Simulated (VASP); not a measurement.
# SnSe (P4/nmm) in VASP: settings compared

Aim: see how the results for SnSe move with the level of theory and the settings. Levels: PBE+D4, PBE, LDA. Tasks: single point.

All numbers are computed with VASP 6.6.1; they aren't measurements. Logs are shortened: lines on timing, memory, paths and dates and some standing lists are left out, and cuts for length are marked.

## 1. The cell of the first run

The typed cell holds 4 atoms: a = 4.210 Å, b = 4.210 Å, c = 5.985 Å, α = 90.00°, β = 90.00°, γ = 90.00°.

## 2. Single point, PBE+D4

Contents of INCAR:

```
SYSTEM = SnSe
PREC     = Accurate       ! precision mode
ENCUT    = 520            ! plane-wave cutoff, eV
EDIFF    = 1E-6           ! SCF threshold, eV
ISMEAR   = -1             ! smearing method
SIGMA    = 0.02           ! smearing width, eV
LREAL    = .FALSE.        ! projectors in reciprocal space
LASPH    = .TRUE.         ! aspherical terms in the spheres
NELM     = 80             ! most SCF steps
ALGO     = Normal         ! electronic algorithm
ISIF     = 2              ! what is computed and relaxed
LWAVE    = .FALSE.        ! write WAVECAR
LCHARG   = .FALSE.        ! write CHGCAR
GGA      = PE             ! functional
IVDW     = 13             ! dispersion correction
NBANDS   = 28             ! bands
```

Contents of KPOINTS:

```
regular mesh
0
G
  6 6 4
  0 0 0
```

Contents of POSCAR:

```
SnSe
1.0
    4.2103294146      0.0000000000      0.0000000000
    0.0000000000      4.2103294146      0.0000000000
    0.0000000000      0.0000000000      5.9847879472
Sn Se
2 2
Direct
    0.5000000000      0.0000000000      0.2501661944
    0.0000000000      0.5000000000      0.7498338056
    0.5000000000      0.0000000000      0.7498764524
    0.0000000000      0.5000000000      0.2501235476
```

Potentials or basis: VASP PAW PBE potentials, release 64 (Sn_d, Se).

Started as:

```console
> cat potpaw_PBE.64/Sn_d/POTCAR potpaw_PBE.64/Se/POTCAR > POTCAR
> mpirun -np 1 vasp_std > vasp.out
```

OUTCAR:

```text
SYSTEM = SnSe
   PREC = Accurate
   ENCUT = 520
   EDIFF = 1E-6
   ISMEAR = -1
   LREAL = .FALSE.
   LASPH = .TRUE.
   NELM = 80
   ISIF = 2
   GGA = PE
   IVDW = 13

 ion  position               nearest neighbor table
   1  0.500  0.000  0.250-   4 2.98   4 2.98   4 2.98   4 2.98   3 2.99   3 2.99
   2  0.000  0.500  0.750-   3 2.98   3 2.98   3 2.98   3 2.98   4 2.99   4 2.99
   3  0.500  0.000  0.750-   2 2.98   2 2.98   2 2.98   2 2.98   1 2.99   1 2.99
   4  0.000  0.500  0.250-   1 2.98   1 2.98   1 2.98   1 2.98   2 2.99   2 2.99

  LATTYP: Found a simple tetragonal cell.
 ALAT       =     4.2103294146
 C/A-ratio  =     1.4214536104

  Lattice vectors:

 A1 = (   4.2103294146,   0.0000000000,   0.0000000000)
 A2 = (   0.0000000000,   4.2103294146,   0.0000000000)
 A3 = (   0.0000000000,   0.0000000000,   5.9847879472)

Analysis of symmetry for initial positions (statically):
=====================================================================
 Subroutine PRICEL returns:
 Original cell was already a primitive cell.

 Routine SETGRP: Setting up the symmetry group for a
 simple tetragonal supercell.

 Subroutine GETGRP returns: Found 16 space group operations
 (whereof  8 operations were pure point group operations)
 out of a pool of 16 trial point group operations.

The static configuration has the point symmetry D_2d.
 The point group associated with its full space group is D_4h.

Analysis of symmetry for dynamics (positions and initial velocities):
=====================================================================
 Subroutine PRICEL returns:
 Original cell was already a primitive cell.

 Routine SETGRP: Setting up the symmetry group for a
 simple tetragonal supercell.

 Subroutine GETGRP returns: Found 16 space group operations
 (whereof  8 operations were pure point group operations)
 out of a pool of 16 trial point group operations.

The dynamic configuration has the point symmetry D_2d.
 The point group associated with its full space group is D_4h.

 Subroutine INISYM returns: Found 16 space group operations
 (whereof  8 operations are pure point group operations),
 and found     1 'primitive' translations

----------------------------------------------------------------------------------------

                                     Primitive cell

  volume of cell :     106.0916

  direct lattice vectors                    reciprocal lattice vectors
     4.210329415  0.000000000  0.000000000     0.237511107  0.000000000  0.000000000
     0.000000000  4.210329415  0.000000000     0.000000000  0.237511107  0.000000000
     0.000000000  0.000000000  5.984787947     0.000000000  0.000000000  0.167090298

  length of vectors
     4.210329415  4.210329415  5.984787947     0.237511107  0.237511107  0.167090298

  position of ions in fractional coordinates (direct lattice)
     0.500000000  0.000000000  0.250166194
     0.000000000  0.500000000  0.749833806
     0.500000000  0.000000000  0.749876452
     0.000000000  0.500000000  0.250123548

  ion indices of the primitive-cell ions
   primitive index   ion index
                 1           1
                 2           2
                 3           3
                 4           4

----------------------------------------------------------------------------------------

 KPOINTS: regular mesh

Automatic generation of k-mesh.
 Grid dimensions read from file:
 generate k-points for:    6    6    4

 Generating k-lattice:

  Cartesian coordinates                     Fractional coordinates (reciprocal lattice)
     0.039585184  0.000000000  0.000000000     0.166666667  0.000000000  0.000000000
     0.000000000  0.039585184  0.000000000     0.000000000  0.166666667  0.000000000
     0.000000000  0.000000000  0.041772574     0.000000000  0.000000000  0.250000000

  Length of vectors
     0.039585184  0.039585184  0.041772574

  Shift w.r.t. Gamma in fractional coordinates (k-lattice)
     0.000000000  0.000000000  0.000000000

 Subroutine IBZKPT returns following result:
 ===========================================

 Found     30 irreducible k-points:

 Following reciprocal coordinates:
            Coordinates               Weight
  0.000000  0.000000  0.000000      1.000000
  0.166667  0.000000  0.000000      4.000000
  0.333333  0.000000  0.000000      4.000000
  0.500000  0.000000  0.000000      2.000000
  0.166667  0.166667  0.000000      4.000000
  0.333333  0.166667  0.000000      8.000000
[... 16 lines left out ...]
  0.333333  0.000000  0.500000      4.000000
  0.500000  0.000000  0.500000      2.000000
 [... further k-points ...]
   k-points           NKPTS =     30   k-points in BZ     NKDIM =     30   number of bands    NBANDS=     28
   number of dos      NEDOS =    301   number of ions     NIONS =      4
   total plane-waves  NPLWV =  49152
   dimension x,y,z NGX =    32 NGY =   32 NGZ =   48
   dimension x,y,z NGXF=    64 NGYF=   64 NGZF=   96
   ions per type =               2   2
   NGX,Y,Z   is equivalent  to a cutoff of  12.64, 12.64, 13.33 a.u.
   NGXF,Y,Z  is equivalent  to a cutoff of  25.27, 25.27, 26.67 a.u.
 SYSTEM =  SnSe
   PREC   = accura    normal or accurate (medium, high low for compatibility)
   ISTART =      0    job   : 0-new  1-cont  2-samecut
   ICHARG =      2    charge: 1-file 2-atom 10-const
   ISPIN  =      1    spin polarized calculation?
   LNONCOLLINEAR =      F non collinear calculations
   LSORBIT =      F    spin-orbit coupling
   LASPH  =      T    aspherical Exc in radial PAW
   ENCUT  =  520.0 eV  38.22 Ry    6.18 a.u.   7.83  7.83 11.13*2*pi/ulx,y,z
   NELM   =     80;   NELMIN=  2; NELMDL= -5     # of ELM steps
   EDIFF  = 0.1E-05   stopping-criterion for ELM
   LREAL  =      F    real-space projection
   EDIFFG = 0.1E-04   stopping-criterion for IOM
   NSW    =      0    number of steps for IOM
   IBRION =     -1    ionic relax: 0-MD 1-quasi-New 2-CG
   NFREE  =      0    steps in history (QN), initial steepest desc. (CG)
   ISIF   =      2    stress and relaxation
   ISYM   =      2    0-nonsym 1-usesym 2-fastsym
   POTIM  = 0.5000    time-step for ionic-motion
   TEBEG  =    0.0;   TEEND  =   0.0 temperature during run
   PSTRESS=    0.0 pullay stress
   NELECT =      40.0000    total number of electrons
   NUPDOWN=      -1.0000    fix difference up-down
   EMIN   =  10.00;   EMAX   =-10.00  energy-range for DOS
   EFERMI =   0.00;   METHOD = LEGACY
   ISMEAR =    -1;   SIGMA  =   0.02  broadening in eV -4-tet -1-fermi 0-gaus
   EFERMI_NEDOS =   21; number of points for ismear=-14 and -15
   IALGO  =     38    algorithm
   IMIX   =      4    mixing-type and parameters
     AMIX     =   0.40;   BMIX     =  1.00
     AMIX_MAG =   1.60;   BMIX_MAG =  1.00
  volume/ion in A,a.u.               =      26.52       178.99
  Fermi-wavevector in a.u.,A,eV,Ry     =   1.182682  2.234944 19.030957  1.398736
  Thomas-Fermi vector in A             =   2.318931
   LORBIT       =      0    0 simple, 1 ext, 2 COOP (PROOUT), +10 PAW based schemes
   GGA     = PE    functional components
   LHFCALC =     F    Hartree Fock is set to
   AEXX    =    0.0000 exact exchange contribution
   IVDW    =    13    specifies the selected vdW correction
   LEPSILON=     F    determine dielectric tensor
   LRPA    =     F    only Hartree local field effects (RPA)
 non-spin polarized calculation
  energy-cutoff  :      520.00
  volume of cell :      106.09
 maximum number of plane-waves:      2876
 NGX is ok and might be reduce to    32
   NGX = 15   NGY = 15   NGZ = 23

 number of electron      40.0000000 magnetization

 Free energy of the ion-electron system (eV)
  ---------------------------------------------------
  ext. energy  EPLUGINS =         0.00000000
  ---------------------------------------------------
  free energy    TOTEN  =       -16.40515081 eV

  energy without entropy =      -16.40515080  energy(sigma->0) =      -16.40515081

 E-fermi :   6.2171     XC(G=0):  -9.7292

 val. band max:        5.8742554848   @ k =   0.5000   0.0000   0.5000
 cond. band min:       6.5801486727   @ k =   0.5000   0.0000   0.5000
 fundamental gap:      0.7058931879
 Fermi energy:         6.2171375142

 k-point     1 :       0.0000    0.0000    0.0000
  band No.  band energies     occupation
      1     -15.7353      2.00000
      2     -15.7038      2.00000
      3     -15.7029      2.00000
      4     -15.7019      2.00000
      5     -15.7019      2.00000
      6     -15.6966      2.00000
[... 20 lines left out ...]
     27      11.7059      0.00000
     28      11.7424      0.00000

 k-point     2 :       0.1667    0.0000    0.0000
  band No.  band energies     occupation
      1     -15.7310      2.00000
      2     -15.7032      2.00000
      3     -15.7017      2.00000
      4     -15.7005      2.00000
      5     -15.7003      2.00000
      6     -15.6975      2.00000
[... 20 lines left out ...]
     27      11.6669      0.00000
     28      11.7300      0.00000

 k-point     3 :       0.3333    0.0000    0.0000
  band No.  band energies     occupation
      1     -15.7217      2.00000
      2     -15.7062      2.00000
      3     -15.7005      2.00000
      4     -15.7004      2.00000
      5     -15.6967      2.00000
      6     -15.6964      2.00000
[... 20 lines left out ...]
     27      12.2823      0.00000
     28      12.3297      0.00000

 k-point     4 :       0.5000    0.0000    0.0000
  band No.  band energies     occupation
      1     -15.7126      2.00000
      2     -15.7126      2.00000
      3     -15.7008      2.00000
      4     -15.7008      2.00000
      5     -15.6967      2.00000
      6     -15.6967      2.00000
[... 20 lines left out ...]
     27      13.4719      0.00000
     28      13.4741      0.00000

 k-point     5 :       0.1667    0.1667    0.0000
  band No.  band energies     occupation
      1     -15.7278      2.00000
      2     -15.7050      2.00000
      3     -15.7038      2.00000
      4     -15.6975      2.00000
      5     -15.6972      2.00000
      6     -15.6971      2.00000
[... 20 lines left out ...]
     27      11.3602      0.00000
     28      12.1704      0.00000

 k-point     6 :       0.3333    0.1667    0.0000
  band No.  band energies     occupation
      1     -15.7218      2.00000
      2     -15.7110      2.00000
      3     -15.7042      2.00000
      4     -15.6979      2.00000
      5     -15.6974      2.00000
      6     -15.6960      2.00000
[... 463 lines left out ...]
      5     -15.6924      2.00000
      6     -15.6924      2.00000
[... 20 lines left out ...]
     27      10.5002      0.00000
     28      10.5002      0.00000

 k-point    22 :       0.1667    0.0000    0.5000
  band No.  band energies     occupation
      1     -15.7147      2.00000
      2     -15.7145      2.00000
      3     -15.6979      2.00000
      4     -15.6979      2.00000
      5     -15.6977      2.00000
      6     -15.6977      2.00000
[... 20 lines left out ...]
     27      10.9069      0.00000
     28      10.9100      0.00000

 k-point    23 :       0.3333    0.0000    0.5000
  band No.  band energies     occupation
      1     -15.7121      2.00000
      2     -15.7120      2.00000
      3     -15.7037      2.00000
      4     -15.7037      2.00000
      5     -15.6973      2.00000
      6     -15.6972      2.00000
[... 20 lines left out ...]
     27      12.7355      0.00000
     28      12.7389      0.00000

 k-point    24 :       0.5000    0.0000    0.5000
  band No.  band energies     occupation
      1     -15.7112      2.00000
      2     -15.7112      2.00000
      3     -15.7064      2.00000
      4     -15.7064      2.00000
      5     -15.6979      2.00000
      6     -15.6979      2.00000
[... 20 lines left out ...]
     27      14.2189      0.00000
     28      14.2189      0.00000

 [... further k-points ...]

------------------------ aborting loop because EDIFF is reached ----------------------------------------

  DFT-D4 for vdW energy calculation

  Edisp (eV):   -1.59357

  FORCE on cell =-STRESS in cart. coord.  units (eV):
  Direction    XX          YY          ZZ          XY          YZ          ZX
  --------------------------------------------------------------------------------------
  -------------------------------------------------------------------------------------
  Total       0.00742     0.00742    -0.03506     0.00000     0.00000     0.00000
  in kB       0.11202     0.11202    -0.52948     0.00000     0.00000     0.00000
  external pressure =       -0.10 kB  Pullay stress =        0.00 kB

 VOLUME and BASIS-vectors are now :
 -----------------------------------------------------------------------------
  energy-cutoff  :      520.00
  volume of cell :      106.09
      direct lattice vectors                 reciprocal lattice vectors
     4.210329415  0.000000000  0.000000000     0.237511107  0.000000000  0.000000000
     0.000000000  4.210329415  0.000000000     0.000000000  0.237511107  0.000000000
     0.000000000  0.000000000  5.984787947     0.000000000  0.000000000  0.167090298

 POSITION                                       TOTAL-FORCE (eV/Angst)
 -----------------------------------------------------------------------------------
      2.10516      0.00000      1.49719        -0.000000     -0.000000     -0.001659
      0.00000      2.10516      4.48760         0.000000     -0.000000      0.001659
      2.10516      0.00000      4.48785        -0.000000     -0.000000      0.001572
      0.00000      2.10516      1.49694         0.000000      0.000000     -0.001572
 -----------------------------------------------------------------------------------
    total drift:                                0.000000      0.000000      0.000000

  FREE ENERGIE OF THE ION-ELECTRON SYSTEM (eV)
  ---------------------------------------------------
  free  energy   TOTEN  =       -17.9987201076 eV

  energy  without entropy=      -17.9987201061  energy(sigma->0) =      -17.99872011
```

Wall time 43 s (1 thread of AMD EPYC 9R45 (Zen 5), shared host); peak memory 0.21 GiB.

Results:

- Free energy: -17.9987 eV
- Pressure: 0.0 GPa
- Band gap on the k mesh: 0.71 eV
- Dispersion energy per atom: -0.398 eV

Caveat: spin-orbit coupling is left out, which moves the levels of the heavy elements.

(Part 1 of 2 ends here.)
